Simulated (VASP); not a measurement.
# Ta4Rh (Pm-3m) in VASP: notebook, part 2 of 3

VASP 6.6.1. The steps go on from the part before.

## 3. Single point, PBE

This run uses another cell than the first one, of 21.56 Å³/atom, 1.317 times its volume.

File INCAR:

```
PREC = Accurate
ENCUT = 520
EDIFF = 1E-6
ISMEAR = 0
SIGMA = 0.1
LREAL = F
LASPH = T
NELM = 60
ALGO = Normal
ISIF = 2
LWAVE = F
LCHARG = F
GGA = PE
NBANDS = 38
```

File KPOINTS:

```
regular mesh
0
Gamma
  4 4 4
```

File POSCAR:

```
Ta4Rh
1.0
    4.7595796480      0.0000000000      0.0000000000
    0.0000000000      4.7595796480      0.0000000000
    0.0000000000      0.0000000000      4.7595796480
Ta Rh
4 1
Direct
    0.0000000000      0.0000000000      0.0000000000
    0.5000000000      0.5000000000      0.0000000000
    0.5000000000      0.0000000000      0.5000000000
    0.0000000000      0.5000000000      0.5000000000
    0.5000000000      0.5000000000      0.5000000000
```

Potentials or basis: VASP PAW PBE potentials, release 64 (Ta_pv, Rh_pv).

Launch:

```bash
cat potpaw_PBE.64/Ta_pv/POTCAR potpaw_PBE.64/Rh_pv/POTCAR > POTCAR
mpirun -np 1 vasp_std > vasp.out
```

OUTCAR:

```text
PREC = Accurate
   ENCUT = 520
   EDIFF = 1E-6
   ISMEAR = 0
   LREAL = F
   LASPH = T
   NELM = 60
   ISIF = 2
   GGA = PE

 ion  position               nearest neighbor table
   1  0.000  0.000  0.000-   2 3.37   3 3.37   4 3.37   3 3.37   4 3.37   2 3.37   4 3.37   4 3.37
                             2 3.37   3 3.37   3 3.37   2 3.37
   2  0.500  0.500  0.000-   5 2.38   5 2.38   4 3.37   1 3.37   3 3.37   4 3.37   3 3.37   1 3.37
                             3 3.37   3 3.37   1 3.37   4 3.37   4 3.37   1 3.37
   3  0.500  0.000  0.500-   5 2.38   5 2.38   4 3.37   1 3.37   1 3.37   2 3.37   2 3.37   4 3.37
                             2 3.37   2 3.37   1 3.37   4 3.37   1 3.37   4 3.37
   4  0.000  0.500  0.500-   5 2.38   5 2.38   3 3.37   1 3.37   1 3.37   2 3.37   1 3.37   3 3.37
                             1 3.37   2 3.37   3 3.37   2 3.37   2 3.37   3 3.37
   5  0.500  0.500  0.500-   2 2.38   3 2.38   4 2.38   2 2.38   3 2.38   4 2.38

  LATTYP: Found a simple cubic cell.
 ALAT       =     4.7595796480

  Lattice vectors:

 A1 = (   4.7595796480,   0.0000000000,   0.0000000000)
 A2 = (   0.0000000000,   4.7595796480,   0.0000000000)
 A3 = (   0.0000000000,   0.0000000000,   4.7595796480)

Analysis of symmetry for initial positions (statically):
=====================================================================
 Subroutine PRICEL returns:
 Original cell was already a primitive cell.

 Routine SETGRP: Setting up the symmetry group for a
 simple cubic supercell.

 Subroutine GETGRP returns: Found 48 space group operations
 (whereof 48 operations were pure point group operations)
 out of a pool of 48 trial point group operations.

The static configuration has the point symmetry O_h .

Analysis of symmetry for dynamics (positions and initial velocities):
=====================================================================
 Subroutine PRICEL returns:
 Original cell was already a primitive cell.

 Routine SETGRP: Setting up the symmetry group for a
 simple cubic supercell.

 Subroutine GETGRP returns: Found 48 space group operations
 (whereof 48 operations were pure point group operations)
 out of a pool of 48 trial point group operations.

The dynamic configuration has the point symmetry O_h .

 Subroutine INISYM returns: Found 48 space group operations
 (whereof 48 operations are pure point group operations),
 and found     1 'primitive' translations

----------------------------------------------------------------------------------------

                                     Primitive cell

  volume of cell :     107.8216

  direct lattice vectors                    reciprocal lattice vectors
     4.759579648  0.000000000  0.000000000     0.210102588  0.000000000  0.000000000
     0.000000000  4.759579648  0.000000000     0.000000000  0.210102588  0.000000000
     0.000000000  0.000000000  4.759579648     0.000000000  0.000000000  0.210102588

  length of vectors
     4.759579648  4.759579648  4.759579648     0.210102588  0.210102588  0.210102588

  position of ions in fractional coordinates (direct lattice)
     0.000000000  0.000000000  0.000000000
     0.500000000  0.500000000  0.000000000
     0.500000000  0.000000000  0.500000000
     0.000000000  0.500000000  0.500000000
[... 39 lines left out ...]
  0.250000  0.000000  0.000000      6.000000
  0.500000  0.000000  0.000000      3.000000
  0.250000  0.250000  0.000000     12.000000
  0.500000  0.250000  0.000000     12.000000
  0.500000  0.500000  0.000000      3.000000
  0.250000  0.250000  0.250000      8.000000
  0.500000  0.250000  0.250000     12.000000
  0.500000  0.500000  0.250000      6.000000
  0.500000  0.500000  0.500000      1.000000
   k-points           NKPTS =     10   k-points in BZ     NKDIM =     10   number of bands    NBANDS=     38
   number of dos      NEDOS =    301   number of ions     NIONS =      5
   total plane-waves  NPLWV =  46656
   dimension x,y,z NGX =    36 NGY =   36 NGZ =   36
   dimension x,y,z NGXF=    72 NGYF=   72 NGZF=   72
   ions per type =               4   1
   NGX,Y,Z   is equivalent  to a cutoff of  12.57, 12.57, 12.57 a.u.
   NGXF,Y,Z  is equivalent  to a cutoff of  25.15, 25.15, 25.15 a.u.
 SYSTEM =  unknown system
   PREC   = accura    normal or accurate (medium, high low for compatibility)
   ISTART =      0    job   : 0-new  1-cont  2-samecut
   ICHARG =      2    charge: 1-file 2-atom 10-const
   ISPIN  =      1    spin polarized calculation?
   LNONCOLLINEAR =      F non collinear calculations
   LSORBIT =      F    spin-orbit coupling
   LASPH  =      T    aspherical Exc in radial PAW
   ENCUT  =  520.0 eV  38.22 Ry    6.18 a.u.   8.85  8.85  8.85*2*pi/ulx,y,z
   NELM   =     60;   NELMIN=  2; NELMDL= -5     # of ELM steps
   EDIFF  = 0.1E-05   stopping-criterion for ELM
   LREAL  =      F    real-space projection
   EDIFFG = 0.1E-04   stopping-criterion for IOM
   NSW    =      0    number of steps for IOM
   IBRION =     -1    ionic relax: 0-MD 1-quasi-New 2-CG
   NFREE  =      0    steps in history (QN), initial steepest desc. (CG)
   ISIF   =      2    stress and relaxation
   ISYM   =      2    0-nonsym 1-usesym 2-fastsym
   POTIM  = 0.5000    time-step for ionic-motion
   TEBEG  =    0.0;   TEEND  =   0.0 temperature during run
   PSTRESS=    0.0 pullay stress
   NELECT =      59.0000    total number of electrons
   NUPDOWN=      -1.0000    fix difference up-down
   EMIN   =  10.00;   EMAX   =-10.00  energy-range for DOS
   EFERMI =   0.00;   METHOD = LEGACY
   ISMEAR =     0;   SIGMA  =   0.10  broadening in eV -4-tet -1-fermi 0-gaus
   EFERMI_NEDOS =   21; number of points for ismear=-14 and -15
   IALGO  =     38    algorithm
   IMIX   =      4    mixing-type and parameters
     AMIX     =   0.40;   BMIX     =  1.00
     AMIX_MAG =   1.60;   BMIX_MAG =  1.00
  volume/ion in A,a.u.               =      21.56       145.52
  Fermi-wavevector in a.u.,A,eV,Ry     =   1.339030  2.530399 24.395256  1.793001
  Thomas-Fermi vector in A             =   2.467454
   LORBIT       =      0    0 simple, 1 ext, 2 COOP (PROOUT), +10 PAW based schemes
   GGA     = PE    functional components
   LHFCALC =     F    Hartree Fock is set to
   AEXX    =    0.0000 exact exchange contribution
   IVDW    =     0    specifies the selected vdW correction
   LEPSILON=     F    determine dielectric tensor
   LRPA    =     F    only Hartree local field effects (RPA)
 non-spin polarized calculation
 Gauss-broadening in eV      SIGMA  =   0.10
  energy-cutoff  :      520.00
  volume of cell :      107.82
 maximum number of plane-waves:      2945
 NGX is ok and might be reduce to    36
   NGX = 17   NGY = 17   NGZ = 17

 number of electron      58.9999970 magnetization

 Free energy of the ion-electron system (eV)
  ---------------------------------------------------
  ext. energy  EPLUGINS =         0.00000000
  ---------------------------------------------------
  free energy    TOTEN  =       -48.41069572 eV

  energy without entropy =      -48.35415141  energy(sigma->0) =      -48.38242357

 E-fermi :   5.1377     XC(G=0): -11.5360

 val. band max:        5.1309672990   @ k =   0.2500   0.0000   0.0000
 cond. band min:       5.2843741456   @ k =   0.5000   0.2500   0.0000
 fundamental gap:      0.1534068465
 Fermi energy:         5.1377055344

 k-point     1 :       0.0000    0.0000    0.0000
  band No.  band energies     occupation
      1     -42.8054      2.00000
      2     -42.8054      2.00000
      3     -42.8054      2.00000
      4     -29.8795      2.00000
      5     -29.8795      2.00000
      6     -29.8795      2.00000
[... 399 lines left out ...]
     37       8.0292      0.00000
     38       8.0296      0.00000

------------------------ aborting loop because EDIFF is reached ----------------------------------------

  FORCE on cell =-STRESS in cart. coord.  units (eV):
  Direction    XX          YY          ZZ          XY          YZ          ZX
  --------------------------------------------------------------------------------------
  -------------------------------------------------------------------------------------
  Total        0.3057420      0.3057420      0.3057420     -0.0000000     -0.0000000      0.0000000
  in kB        4.5431796      4.5431796      4.5431796     -0.0000000     -0.0000000      0.0000000
  external PRESSURE =       4.5431796 kB  Pullay stress =       0.0000000 kB

 VOLUME and BASIS-vectors are now :
 -----------------------------------------------------------------------------
  energy-cutoff  :      520.00
  volume of cell :      107.82
      direct lattice vectors                 reciprocal lattice vectors
     4.759579648  0.000000000  0.000000000     0.210102588  0.000000000  0.000000000
     0.000000000  4.759579648  0.000000000     0.000000000  0.210102588  0.000000000
     0.000000000  0.000000000  4.759579648     0.000000000  0.000000000  0.210102588

 POSITION                                       TOTAL-FORCE (eV/Angst)
 -----------------------------------------------------------------------------------
      0.00000      0.00000      0.00000         0.000000      0.000000      0.000000
      2.37979      2.37979      0.00000         0.000000      0.000000      0.000000
      2.37979      0.00000      2.37979         0.000000      0.000000      0.000000
      0.00000      2.37979      2.37979         0.000000      0.000000      0.000000
      2.37979      2.37979      2.37979         0.000000      0.000000      0.000000
 -----------------------------------------------------------------------------------
    total drift:                                0.000000      0.000000      0.000000

  FREE ENERGIE OF THE ION-ELECTRON SYSTEM (eV)
  ---------------------------------------------------
  free  energy   TOTEN  =       -48.4106957198 eV

  energy  without entropy=      -48.3541514128  energy(sigma->0) =      -48.38242357
```

OSZICAR:

```text
N       E                     dE             d eps       ncg     rms          rms(c)
DAV:   1     0.622550594880E+03    0.62255E+03   -0.33428E+04   760   0.157E+03
DAV:   2    -0.249666457572E+02   -0.64752E+03   -0.63278E+03   802   0.482E+02
DAV:   3    -0.511521043727E+02   -0.26185E+02   -0.25100E+02   948   0.915E+01
DAV:   4    -0.518100889877E+02   -0.65798E+00   -0.64669E+00   954   0.129E+01
DAV:   5    -0.518230279736E+02   -0.12939E-01   -0.12918E-01   990   0.169E+00    0.245E+01
DAV:   6    -0.494203402597E+02    0.24027E+01   -0.98554E+00   998   0.149E+01    0.132E+01
DAV:   7    -0.490761306636E+02    0.34421E+00   -0.10537E+01   966   0.141E+01    0.646E+00
DAV:   8    -0.484147385375E+02    0.66139E+00   -0.24863E+00   952   0.592E+00    0.129E+00
DAV:   9    -0.484143907424E+02    0.34780E-03   -0.13553E-01   952   0.188E+00    0.830E-01
DAV:  10    -0.484115951001E+02    0.27956E-02   -0.24764E-02  1014   0.126E+00    0.338E-01
DAV:  11    -0.484107853987E+02    0.80970E-03   -0.57710E-03   948   0.505E-01    0.710E-02
DAV:  12    -0.484107104647E+02    0.74934E-04   -0.83436E-04   916   0.166E-01    0.568E-02
DAV:  13    -0.484106961097E+02    0.14355E-04   -0.72196E-05   904   0.503E-02    0.817E-03
DAV:  14    -0.484106957198E+02    0.38986E-06   -0.42260E-06   858   0.963E-03
   1 F= -.48410696E+02 E0= -.48382424E+02  d E =-.565443E-01
```

It took 31 s on 1 thread of Intel Xeon Platinum 8488C (Sapphire Rapids), shared host; peak memory 0.21 GiB.

What came out:

| Quantity | Value |
| --- | --- |
| Free energy | -48.4107 eV |
| Pressure | 0.5 GPa |

Caveat: spin-orbit coupling is left out, which moves the levels of the heavy elements.

[end of part 2 of 3]
